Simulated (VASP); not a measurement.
SbAsSe4:

```xyz
6
Lattice="-3.2406 3.2406 3.3833 3.2406 -3.2406 3.3833 3.2406 3.2406 -3.3833" Properties=species:S:1:pos:R:3 pbc="T T T"
Sb    0.0000    0.0000    1.3707
As    0.0000    0.0000    4.3405
Se    2.5501    1.0400    2.1908
Se    4.2805    0.6904   -1.1925
Se   -1.0400    2.5501    2.1908
Se    0.6904    2.2006   -1.1925
```

```yaml
Program: VASP 6.6.1
Task: relaxation of cell and atoms
Functional: r2SCAN
Dispersion: rVV10
Potentials_or_basis: VASP PAW PBE potentials, release 64 (Sb, As, Se)
Cutoff: 600 eV
k_mesh: 6 × 6 × 6
Occupations: fermi-dirac, width 0.03 eV
Spin: no spin polarisation
```

At the start: pressure 1.6 GPa; volume 23.69 Å³/atom.

Question: Where does the relaxation end?

Answer: Over 25 steps the energy falls by 18.8 meV/atom and the volume is 25.42 Å³/atom (+7.3 %); space group I4 (No. 79, to 0.1 Å) before and after.

The path:
```tsv
step	energy change (eV)	largest force (eV/Å)	pressure (GPa)	volume (Å³)
1	0.0000	0.2281	1.62	142.12
2	-0.0219	0.3444	-0.70	147.10
3	-0.0232	0.3220	-0.29	146.14
4	-0.0409	0.3162	-0.23	146.96
5	-0.0697	0.3288	0.07	149.45
6	-0.0704	0.3156	0.17	150.03
7	-0.0824	0.2691	-0.21	151.40
8	-0.0886	0.2276	-0.65	153.18
9	-0.1004	0.1298	0.07	151.54
10	-0.1021	0.1402	0.47	150.69
11	-0.1070	0.0952	0.07	151.19
12	-0.1072	0.0902	0.13	151.11
13	-0.1101	0.0527	-0.03	151.69
14	-0.1112	0.0681	-0.20	152.36
15	-0.1114	0.0835	0.26	151.69
16	-0.1119	0.0639	0.05	151.99
17	-0.1123	0.0334	0.06	152.05
18	-0.1125	0.0077	0.07	152.10
19	-0.1125	0.0104	0.07	152.11
20	-0.1126	0.0147	-0.06	152.51
21	-0.1126	0.0134	-0.03	152.40
22	-0.1126	0.0121	0.01	152.51
23	-0.1126	0.0116	0.00	152.49
24	-0.1126	0.0114	0.00	152.49
25	-0.1127	0.0075	0.01	152.50
```

Final structure:
```cif
data_structure
_symmetry_space_group_name_H-M 'P 1'
_symmetry_Int_Tables_number 1
_cell_length_a 5.8319
_cell_length_b 5.8319
_cell_length_c 5.8319
_cell_angle_alpha 110.628
_cell_angle_beta 110.628
_cell_angle_gamma 107.182
_cell_volume 152.50
loop_
_atom_site_label
_atom_site_type_symbol
_atom_site_fract_x
_atom_site_fract_y
_atom_site_fract_z
_atom_site_occupancy
Sb1 Sb 0.24148 0.24148 0.00000 1
As1 As 0.64984 0.64984 0.00000 1
Se1 Se 0.46508 0.71186 0.55305 1
Se2 Se 0.91203 0.46508 0.75322 1
Se3 Se 0.71186 0.15881 0.24678 1
Se4 Se 0.15881 0.91203 0.44695 1
```

Caveat: the PAW data sets were made with another functional, which shifts forces and pressure a little.
